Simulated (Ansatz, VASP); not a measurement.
## One calculation of Ru, two programs

File INCAR:

```
SYSTEM = Ru
PREC     = Accurate       ! precision mode
ENCUT    = 520            ! plane-wave cutoff, eV
EDIFF    = 1E-7           ! SCF threshold, eV
ISMEAR   = 0              ! smearing method
SIGMA    = 0.15           ! smearing width, eV
LREAL    = .FALSE.        ! projectors in reciprocal space
LASPH    = .TRUE.         ! aspherical terms in the spheres
NELM     = 100            ! most SCF steps
ALGO     = Fast           ! electronic algorithm
ISIF     = 2              ! what is computed and relaxed
LWAVE    = .FALSE.        ! write WAVECAR
LCHARG   = .FALSE.        ! write CHGCAR
GGA      = PE             ! functional
NBANDS   = 21             ! bands
```

File KPOINTS:

```
regular mesh
0
G
  24 24 14
  0 0 0
```

File POSCAR:

```
Ru
1.0
    2.5840238363      0.0000000000      0.0000000000
   -1.2920119181      2.2378302863      0.0000000000
    0.0000000000      0.0000000000      4.5116079713
Ru
2
Direct
    0.3333333333      0.6666666667      0.2500000000
    0.6666666667      0.3333333333      0.7500000000
```

Input for Ansatz:

```yaml
crystal:
  lattice:
    - [2.5840238363, 0.0, 0.0]
    - [-1.2920119181, 2.2378302863, 0.0]
    - [0.0, 0.0, 4.5116079713]
  atoms:
    - { symbol: Ru, position: [0.3333333333, 0.6666666667, 0.25] }
    - { symbol: Ru, position: [0.6666666667, 0.3333333333, 0.75] }
basis:
  ecutwfc: 420
kpoints:
  mp_grid: { grid: [24, 24, 14] }
hamiltonian:
  xc: pbe
scf:
  occupations: { method: gaussian, width: 0.15 }
output:
  forces: true
  stress: true
  eigenvalues: true
```

Change from the starting cell: strain -0.050 along x and y, +0.050 along z, atoms carried along.

Alike in both runs: task single point; functional PBE; k mesh 24 × 24 × 14; occupations gaussian, width 0.15 eV; no spin polarisation.

```csv
,VASP,Ansatz
version,VASP 6.6.1,Ansatz 0.2.0
potentials or method,"VASP PAW PBE potentials, release 64 (Ru_pv), cutoff 520 eV","scalar-relativistic, plane waves, PAW"
valence electrons in the cell,28,32
```

```tsv
	VASP	Ansatz	Ansatz less VASP
gap on the k mesh at the Fermi level (eV)	none	none	-
pressure (GPa)	22.1	22.1	+0.01
traceless stress, the component that is largest in VASP (GPa)	-36.03	-36.03	+0.002
```

A gap of «none» marks a metal or a gap that the smearing closes. VASP's potentials hold 28 valence electrons a cell and Ansatz's 32, so a difference there can come from the potentials and not from the codes.
